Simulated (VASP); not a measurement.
# PtSe2 (Sudovikovite): single point with PBE

Crystal: PtSe2 (Sudovikovite).

```
Pt Se
1.0
     3.72400    0.00000    0.00000
    -1.86200    3.22508    0.00000
     0.00000    0.00000    5.06200
Pt Se
1 2
Direct
  0.00000 0.00000 0.00000
  0.33333 0.66667 0.25000
  0.66667 0.33333 0.75000
```

| Quantity | Value |
| --- | --- |
| Program | VASP 6.6.1 |
| Task | single point |
| Functional | PBE |
| Potentials or basis | VASP PAW PBE potentials, release 64 (Pt, Se) |
| Cutoff | 520 eV |
| k mesh | 9 × 9 × 6 |
| Occupations | methfessel-paxton, width 0.25 eV |
| Spin | no spin polarisation |

```json
{
  "Pressure": "7.3 GPa",
  "Largest force": "0.578 eV/Å",
  "Band gap on the k mesh": "zero (band 11 reaches 6.94 eV, above the bottom of band 12 at 6.56 eV)"
}
```

Forces in eV/Å, atoms in the order of the input:
```
Pt   0.000  0.000  0.000
Se   0.000  0.000  0.578
Se   0.000  0.000 -0.578
```

Stress tensor (GPa, compression positive):
```
7.96 0.00 0.00
0.00 7.96 0.00
0.00 0.00 5.98
```

Levels at points of the mesh, in eV from the Fermi level:
```csv
k point,band 7,band 8,band 9,band 10,band 11,band 12,band 13,band 14,band 15,band 16
"(0.00, 0.00, 0.00)",-4.07,-2.63,-1.11,-1.11,0.37,1.43,1.43,3.58,4.18,7.24
"(0.00, 0.00, 0.50)",-4.10,-2.99,-1.75,-1.54,-1.54,2.27,2.27,4.77,6.29,6.72
```

Run time: 74 s on 1 thread of AMD EPYC 7R43 64-Core Processor (Zen 3), on a shared host, peak memory 0.18 GiB.

Caveat: spin-orbit coupling is left out, which moves the levels of the heavy elements.
